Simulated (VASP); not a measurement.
# Ti6GeB16 (a cell with a defect) in VASP: single point with PBE

Aim: the single point of Ti6GeB16 (a cell with a defect) with PBE.

All numbers are computed with VASP 6.6.1; they aren't measurements. Logs are shortened: lines on timing, memory, paths and dates and some standing lists are left out, and cuts for length are marked.

## 1. The cell of the first run

The cell holds a defect, 23 atoms: a = 6.064 Å, b = 6.064 Å, c = 6.449 Å, α = 90.00°, β = 90.00°, γ = 120.00°.

## 2. Single point, PBE

The input, INCAR:

```
SYSTEM = Ti6GeB16
ALGO = Normal
EDIFF = 1E-6
ENCUT = 520
GGA = PE
ISIF = 2
ISMEAR = 0
LASPH = .True.
LCHARG = .True.
LELF = .True.
LREAL = Auto
LVHAR = .True.
LWAVE = .False.
NBANDS = 84
NELM = 100
PREC = Accurate
SIGMA = 0.1
```

The input, KPOINTS:

```
k-points
0
Gamma
  4 4 4
  0 0 0
```

The input, POSCAR:

```
Ti6GeB16
1.0
    6.0637821705     -0.0000000001      0.0000000000
   -3.0318910853     -5.2513894026      0.0000000000
    0.0000000000      0.0000000000     -6.4488370057
Ge Ti B
1 6 16
Direct
   -0.4170765397      0.5000000569      0.5000000771
    0.0047055970      0.5000000569      0.0000000000
    0.4961089680      0.5000000569      0.0000000000
   -0.0023472532      0.9957616164      0.4999999220
   -0.0016612702      1.0014698200      0.0000000000
    0.5018911349      1.0042384207      0.4999999220
    0.4968689143      0.9985302170      0.0000000000
    0.8361214501      0.1689929906      0.2512346022
    0.8361214501      0.1689929906      0.7487653969
    0.3292441448      0.1639398517      0.2411709272
    0.3292441448      0.1639398517      0.7588290719
    0.8367379424      0.6693969406      0.2367411362
    0.8367379424      0.6693969406      0.7632588629
    0.3335203390      0.6664958036      0.2462654892
    0.3335203390      0.6664958036      0.7537345099
    0.1670244971      0.3335041197      0.2462654892
    0.1670244971      0.3335041197      0.7537345099
    0.6673409635      0.3306029827      0.2367411362
    0.6673409635      0.3306029827      0.7632588629
    0.1671284493      0.8310069327      0.2512346022
    0.1671284493      0.8310069327      0.7487653969
    0.6653043500      0.8360602620      0.2411709272
    0.6653043500      0.8360602620      0.7588290719
```

Potentials or basis: VASP PAW PBE potentials, release 64 (Ge_d, Ti_sv, B).

Started as:

```sh
$ cat potpaw_PBE.64/Ge_d/POTCAR potpaw_PBE.64/Ti_sv/POTCAR potpaw_PBE.64/B/POTCAR > POTCAR
$ mpirun -np 1 vasp_std > vasp.out
```

OUTCAR:

```text
SYSTEM = Ti6GeB16
   EDIFF = 1E-6
   ENCUT = 520
   GGA = PE
   ISIF = 2
   ISMEAR = 0
   LASPH = .True.
   LREAL = Auto
   NELM = 100
   PREC = Accurate

 ion  position               nearest neighbor table
   1  0.583  0.500  0.500-  13 2.17  19 2.17  12 2.17  18 2.17  23 2.48  11 2.48  22 2.48  10 2.48
                             4 2.79   6 2.79
   2  0.005  0.500  0.000-  12 2.34  13 2.34  18 2.34  19 2.34  14 2.35  15 2.35  16 2.35  17 2.35
                            20 2.38  21 2.38   8 2.38   9 2.38
   3  0.496  0.500  0.000-  14 2.35  15 2.35  16 2.35  17 2.35  12 2.35  13 2.35  18 2.35  19 2.35
                            22 2.35  10 2.35  23 2.35  11 2.35
   4  0.998  0.996  0.500-  20 2.38  21 2.38   8 2.38   9 2.38  10 2.41  11 2.41  12 2.41  13 2.41
                            16 2.41  17 2.41  22 2.42  23 2.42   1 2.79
   5  0.998  0.001  0.000-  12 2.32  13 2.32  10 2.33  11 2.33  22 2.34  23 2.34  16 2.36  17 2.36
                             8 2.37   9 2.37  20 2.41  21 2.41
   6  0.502  0.004  0.500-   8 2.38   9 2.38  20 2.38  21 2.38  22 2.41  23 2.41  18 2.41  19 2.41
                            14 2.41  15 2.41  10 2.42  11 2.42   1 2.79
   7  0.497  0.999  0.000-  18 2.32  19 2.32  22 2.33  23 2.33  10 2.34  11 2.34  14 2.36  15 2.36
                            20 2.37  21 2.37   8 2.41   9 2.41
   8  0.836  0.169  0.251-  18 1.74  16 1.74  22 1.75   5 2.37   2 2.38   6 2.38   4 2.38   7 2.41

   9  0.836  0.169  0.749-  19 1.74  17 1.74  23 1.75   5 2.37   2 2.38   6 2.38   4 2.38   7 2.41

  10  0.329  0.164  0.241-  16 1.74  20 1.75  18 1.78   5 2.33   7 2.34   3 2.35   4 2.41   6 2.42
                             1 2.48
  11  0.329  0.164  0.759-  17 1.74  21 1.75  19 1.78   5 2.33   7 2.34   3 2.35   4 2.41   6 2.42
                             1 2.48
  12  0.837  0.669  0.237-  20 1.74  22 1.78  18 1.78   1 2.17   5 2.32   2 2.34   3 2.35   4 2.41

  13  0.837  0.669  0.763-  21 1.74  23 1.78  19 1.78   1 2.17   5 2.32   2 2.34   3 2.35   4 2.41

  14  0.334  0.666  0.246-  20 1.74  22 1.74  16 1.75   2 2.35   3 2.35   7 2.36   6 2.41
  15  0.334  0.666  0.754-  21 1.74  23 1.74  17 1.75   2 2.35   3 2.35   7 2.36   6 2.41
  16  0.167  0.334  0.246-   8 1.74  10 1.74  14 1.75   2 2.35   3 2.35   5 2.36   4 2.41
  17  0.167  0.334  0.754-   9 1.74  11 1.74  15 1.75   2 2.35   3 2.35   5 2.36   4 2.41
  18  0.667  0.331  0.237-   8 1.74  10 1.78  12 1.78   1 2.17   7 2.32   2 2.34   3 2.35   6 2.41

  19  0.667  0.331  0.763-   9 1.74  11 1.78  13 1.78   1 2.17   7 2.32   2 2.34   3 2.35   6 2.41

  20  0.167  0.831  0.251-  12 1.74  14 1.74  10 1.75   7 2.37   2 2.38   4 2.38   6 2.38   5 2.41

  21  0.167  0.831  0.749-  13 1.74  15 1.74  11 1.75   7 2.37   2 2.38   4 2.38   6 2.38   5 2.41

  22  0.665  0.836  0.241-  14 1.74   8 1.75  12 1.78   7 2.33   5 2.34   3 2.35   6 2.41   4 2.42
                             1 2.48
  23  0.665  0.836  0.759-  15 1.74   9 1.75  13 1.78   7 2.33   5 2.34   3 2.35   6 2.41   4 2.42
                             1 2.48

  LATTYP: Found a hexagonal cell.
 ALAT       =     6.0637821705
 C/A-ratio  =     1.0635007697

  Lattice vectors:

 A1 = (   6.0637821705,  -0.0000000001,   0.0000000000)
 A2 = (  -3.0318910853,  -5.2513894026,   0.0000000000)
 A3 = (   0.0000000000,   0.0000000000,  -6.4488370057)

Analysis of symmetry for initial positions (statically):
=====================================================================
 Subroutine PRICEL returns:
 Original cell was already a primitive cell.

 Routine SETGRP: Setting up the symmetry group for a
 hexagonal supercell.

 Subroutine GETGRP returns: Found  4 space group operations
 (whereof  2 operations were pure point group operations)
 out of a pool of 24 trial point group operations.

The static configuration has the point symmetry C_1h.
 The point group associated with its full space group is C_2v.

Analysis of symmetry for dynamics (positions and initial velocities):
=====================================================================
 Subroutine PRICEL returns:
 Original cell was already a primitive cell.

 Routine SETGRP: Setting up the symmetry group for a
 hexagonal supercell.

 Subroutine GETGRP returns: Found  4 space group operations
 (whereof  2 operations were pure point group operations)
 out of a pool of 24 trial point group operations.

The dynamic configuration has the point symmetry C_1h.
 The point group associated with its full space group is C_2v.

 Subroutine INISYM returns: Found  4 space group operations
 (whereof  2 operations are pure point group operations),
 and found     1 'primitive' translations

----------------------------------------------------------------------------------------

                                     Primitive cell

  volume of cell :     205.3521

  direct lattice vectors                    reciprocal lattice vectors
     6.063782170 -0.000000000  0.000000000     0.164913576 -0.095212897  0.000000000
    -3.031891085 -5.251389403  0.000000000    -0.000000000 -0.190425795  0.000000000
     0.000000000  0.000000000 -6.448837006     0.000000000  0.000000000 -0.155066720

  length of vectors
     6.063782170  6.063782170  6.448837006     0.190425795  0.190425795  0.155066720

  position of ions in fractional coordinates (direct lattice)
     0.582923460  0.500000057  0.500000077
     0.004705597  0.500000057  0.000000000
     0.496108968  0.500000057  0.000000000
     0.997652747  0.995761616  0.499999922
     0.998338730  0.001469820  0.000000000
     0.501891135  0.004238421  0.499999922
[... 15 lines left out ...]
     0.665304350  0.836060262  0.241170927
     0.665304350  0.836060262  0.758829072

  ion indices of the primitive-cell ions
   primitive index   ion index
                 1           1
                 2           2
                 3           3
                 4           4
                 5           5
                 6           6
[... 15 lines left out ...]
                22          22
                23          23

----------------------------------------------------------------------------------------

 KPOINTS: k-points

Automatic generation of k-mesh.
 Grid dimensions read from file:
 generate k-points for:    4    4    4

 Generating k-lattice:

  Cartesian coordinates                     Fractional coordinates (reciprocal lattice)
     0.041228394 -0.023803224  0.000000000     0.250000000 -0.000000000  0.000000000
    -0.000000000 -0.047606449  0.000000000    -0.000000000  0.250000000  0.000000000
     0.000000000  0.000000000 -0.038766680     0.000000000  0.000000000  0.250000000

  Length of vectors
     0.047606449  0.047606449  0.038766680

  Shift w.r.t. Gamma in fractional coordinates (k-lattice)
     0.000000000  0.000000000  0.000000000

 Subroutine IBZKPT returns following result:
 ===========================================

 Found     21 irreducible k-points:

 Following reciprocal coordinates:
            Coordinates               Weight
  0.000000  0.000000  0.000000      1.000000
  0.250000  0.000000  0.000000      4.000000
  0.000000  0.250000  0.000000      2.000000
  0.500000  0.000000  0.000000      2.000000
  0.000000  0.500000  0.000000      1.000000
  0.250000  0.250000  0.000000      4.000000
[... 13 lines left out ...]
  0.250000  0.250000  0.500000      4.000000
  0.500000  0.250000  0.500000      2.000000
   k-points           NKPTS =     21   k-points in BZ     NKDIM =     21   number of bands    NBANDS=     84
   number of dos      NEDOS =    301   number of ions     NIONS =     23
   total plane-waves  NPLWV = 110592
   dimension x,y,z NGX =    48 NGY =   48 NGZ =   48
   dimension x,y,z NGXF=    96 NGYF=   96 NGZF=   96
   ions per type =               1   6  16
   NGX,Y,Z   is equivalent  to a cutoff of  13.16, 13.16, 12.37 a.u.
   NGXF,Y,Z  is equivalent  to a cutoff of  26.32, 26.32, 24.75 a.u.
 SYSTEM =  Ti6GeB16
   PREC   = accura    normal or accurate (medium, high low for compatibility)
   ISTART =      0    job   : 0-new  1-cont  2-samecut
   ICHARG =      2    charge: 1-file 2-atom 10-const
   ISPIN  =      1    spin polarized calculation?
   LNONCOLLINEAR =      F non collinear calculations
   LSORBIT =      F    spin-orbit coupling
   LASPH  =      T    aspherical Exc in radial PAW
   ENCUT  =  520.0 eV  38.22 Ry    6.18 a.u.  11.27 11.27 11.99*2*pi/ulx,y,z
   NELM   =    100;   NELMIN=  2; NELMDL= -5     # of ELM steps
   EDIFF  = 0.1E-05   stopping-criterion for ELM
   LREAL  =      T    real-space projection
   EDIFFG = 0.1E-04   stopping-criterion for IOM
   NSW    =      0    number of steps for IOM
   IBRION =     -1    ionic relax: 0-MD 1-quasi-New 2-CG
   NFREE  =      0    steps in history (QN), initial steepest desc. (CG)
   ISIF   =      2    stress and relaxation
   ISYM   =      2    0-nonsym 1-usesym 2-fastsym
   POTIM  = 0.5000    time-step for ionic-motion
   TEBEG  =    0.0;   TEEND  =   0.0 temperature during run
   PSTRESS=    0.0 pullay stress
   NELECT =     134.0000    total number of electrons
   NUPDOWN=      -1.0000    fix difference up-down
   EMIN   =  10.00;   EMAX   =-10.00  energy-range for DOS
   EFERMI =   0.00;   METHOD = LEGACY
   ISMEAR =     0;   SIGMA  =   0.10  broadening in eV -4-tet -1-fermi 0-gaus
   EFERMI_NEDOS =   21; number of points for ismear=-14 and -15
   IALGO  =     38    algorithm
   IMIX   =      4    mixing-type and parameters
     AMIX     =   0.40;   BMIX     =  1.00
     AMIX_MAG =   1.60;   BMIX_MAG =  1.00
  volume/ion in A,a.u.               =       8.93        60.25
  Fermi-wavevector in a.u.,A,eV,Ry     =   1.419962  2.683339 27.433315  2.016292
  Thomas-Fermi vector in A             =   2.540927
   LORBIT       =      0    0 simple, 1 ext, 2 COOP (PROOUT), +10 PAW based schemes
   GGA     = PE    functional components
   LHFCALC =     F    Hartree Fock is set to
   AEXX    =    0.0000 exact exchange contribution
   IVDW    =     0    specifies the selected vdW correction
   LEPSILON=     F    determine dielectric tensor
   LRPA    =     F    only Hartree local field effects (RPA)
 non-spin polarized calculation
 Gauss-broadening in eV      SIGMA  =   0.10
  energy-cutoff  :      520.00
  volume of cell :      205.35
 maximum number of plane-waves:      5568
 NGX is ok and might be reduce to    48
   NGX = 23   NGY = 23   NGZ = 23

 number of electron     134.0000005 magnetization

 Free energy of the ion-electron system (eV)
  ---------------------------------------------------
  ext. energy  EPLUGINS =         0.00000000
  ---------------------------------------------------
  free energy    TOTEN  =      -172.38363431 eV

  energy without entropy =     -172.34440675  energy(sigma->0) =     -172.36402053

 E-fermi :   8.6189     XC(G=0): -12.3399

 val. band max:        8.6184475145   @ k =   0.0000   0.2500   0.0000
 cond. band min:       8.6506113381   @ k =   0.5000   0.0000   0.5000
 fundamental gap:      0.0321638236
 Fermi energy:         8.6189064800

 k-point     1 :       0.0000    0.0000    0.0000
  band No.  band energies     occupation
      1     -48.1225      2.00000
      2     -48.0961      2.00000
      3     -48.0828      2.00000
      4     -48.0397      2.00000
      5     -48.0390      2.00000
      6     -47.9037      2.00000
[... 71 lines left out ...]
     78      11.6106      0.00000
     79      11.6323      0.00000
[... 1638 lines left out ...]
     78      11.1793      0.00000
     79      11.3732      0.00000
 [bands above 79 left out]

------------------------ aborting loop because EDIFF is reached ----------------------------------------

  FORCE on cell =-STRESS in cart. coord.  units (eV):
  Direction    XX          YY          ZZ          XY          YZ          ZX
  --------------------------------------------------------------------------------------
  -------------------------------------------------------------------------------------
  Total       -1.3296922     -1.4914812     11.9824653      0.0000000      0.0000000      0.0000000
  in kB      -10.3743882    -11.6366813     93.4883608      0.0000000      0.0000000      0.0000000
  external PRESSURE =      23.8257638 kB  Pullay stress =       0.0000000 kB

 VOLUME and BASIS-vectors are now :
 -----------------------------------------------------------------------------
  energy-cutoff  :      520.00
  volume of cell :      205.35
      direct lattice vectors                 reciprocal lattice vectors
     6.063782170 -0.000000000  0.000000000     0.164913576 -0.095212897  0.000000000
    -3.031891085 -5.251389403  0.000000000    -0.000000000 -0.190425795  0.000000000
     0.000000000  0.000000000 -6.448837006     0.000000000  0.000000000 -0.155066720

 POSITION                                       TOTAL-FORCE (eV/Angst)
 -----------------------------------------------------------------------------------
      2.01878     -2.62570     -3.22442        -0.473801      0.000000     -0.000000
     -1.48741     -2.62570      0.00000         0.009697     -0.000000     -0.000000
      1.49235     -2.62570      0.00000         0.042111     -0.000000     -0.000000
      3.03051     -5.22913     -3.22442         0.024514     -0.010094     -0.000000
      6.04925     -0.00772      0.00000         0.023095      0.012169     -0.000000
      3.03051     -0.02226     -3.22442         0.024514      0.010094     -0.000000
[... 15 lines left out ...]
      1.49942     -4.39048     -1.55527         0.028167     -0.011032      0.009797
      1.49942     -4.39048     -4.89356         0.028167     -0.011032     -0.009797
 -----------------------------------------------------------------------------------
    total drift:                                0.007850     -0.001673     -0.004507

  FREE ENERGIE OF THE ION-ELECTRON SYSTEM (eV)
  ---------------------------------------------------
  free  energy   TOTEN  =      -172.3836343103 eV

  energy  without entropy=     -172.3444067491  energy(sigma->0) =     -172.36402053
```

Wall time 29 min (1 thread of Oxide Virtual Turin-like, shared host); peak memory 0.42 GiB.

Results:

* Free energy: -172.3836 eV
* Pressure: 2.4 GPa
* Largest force: 0.474 eV/Å
* Band gap on the k mesh: zero (bands 67 and 68 overlap by 0.34 eV)

Forces on the atoms (eV/Å):
```
Ge  -0.474  0.000  0.000
Ti   0.010  0.000  0.000
Ti   0.042  0.000  0.000
Ti   0.025 -0.010  0.000
Ti   0.023  0.012  0.000
Ti   0.025  0.010  0.000
Ti   0.023 -0.012  0.000
B    0.005 -0.020 -0.017
B    0.005 -0.020  0.017
B    0.028  0.011  0.010
B    0.028  0.011 -0.010
B    0.018  0.015 -0.053
B    0.018  0.015  0.053
B    0.030  0.005  0.007
B    0.030  0.005 -0.007
B    0.030 -0.005  0.007
B    0.030 -0.005 -0.007
B    0.018 -0.015 -0.053
B    0.018 -0.015  0.053
B    0.005  0.020 -0.017
B    0.005  0.020  0.017
B    0.028 -0.011  0.010
B    0.028 -0.011 -0.010
```

Levels at points of the mesh, in eV from the Fermi level:
| k point | band 63 | band 64 | band 65 | band 66 | band 67 | band 68 | band 69 | band 70 | band 71 | band 72 |
| --- | --- | --- | --- | --- | --- | --- | --- | --- | --- | --- |
| (0.00, 0.00, 0.00) | -1.47 | -0.88 | -0.82 | -0.66 | -0.07 | -0.03 | 0.49 | 0.72 | 0.81 | 1.39 |
| (0.50, 0.00, 0.00) | -1.35 | -1.27 | -1.08 | -0.51 | 0.00 | 0.36 | 0.55 | 0.90 | 0.99 | 1.27 |
| (0.00, 0.50, 0.00) | -1.49 | -1.06 | -0.74 | -0.71 | -0.14 | -0.09 | 0.58 | 1.33 | 1.50 | 1.64 |
| (0.00, 0.00, 0.50) | -1.54 | -1.39 | -0.94 | -0.46 | -0.27 | 0.54 | 0.80 | 0.81 | 0.84 | 1.52 |
| (0.50, 0.00, 0.50) | -1.42 | -1.16 | -0.85 | -0.44 | -0.01 | 0.03 | 0.58 | 0.74 | 1.59 | 1.66 |
| (0.00, 0.50, 0.50) | -1.73 | -0.92 | -0.91 | -0.58 | -0.06 | 0.16 | 0.68 | 1.39 | 1.51 | 1.61 |
